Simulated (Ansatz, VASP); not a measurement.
**Two plane-wave programs on HfN**

```
Hf N
1.0
     0.00000    2.16763    2.27381
     2.27381    0.00000    2.27381
     2.27381    2.16763    0.00000
Hf N
1 1
Direct
  0.00000 0.00000 0.00000
  0.50000 0.50000 0.50000
```

Change from the starting cell: mode 5 frozen in at +0.000 Å, normal strain along y -0.0467.

Alike in both runs: task single point; functional PBE; k mesh 16 × 16 × 16; occupations gaussian, width 0.15 eV; no spin polarisation.

|  | VASP | Ansatz |
| --- | --- | --- |
| version | VASP 6.6.1 | Ansatz 0.2.0 |
| potentials or method | VASP PAW PBE potentials, release 64 (Hf_pv, N), cutoff 520 eV | scalar-relativistic, plane waves, PAW |
| valence electrons in the cell | 15 | 31 |

|  | VASP | Ansatz | Ansatz less VASP |
| --- | --- | --- | --- |
| gap on the k mesh at the Fermi level (eV) | none | none | - |
| pressure (GPa) | 13.2 | 15.6 | +2.41 |
| traceless stress, the component that is largest in VASP (GPa) | 19.63 | 19.74 | +0.108 |

A gap of «none» marks a metal or a gap that the smearing closes. VASP's potentials hold 15 valence electrons a cell and Ansatz's 31, so a difference there can come from the potentials and not from the codes.

Spin-orbit coupling is off throughout.
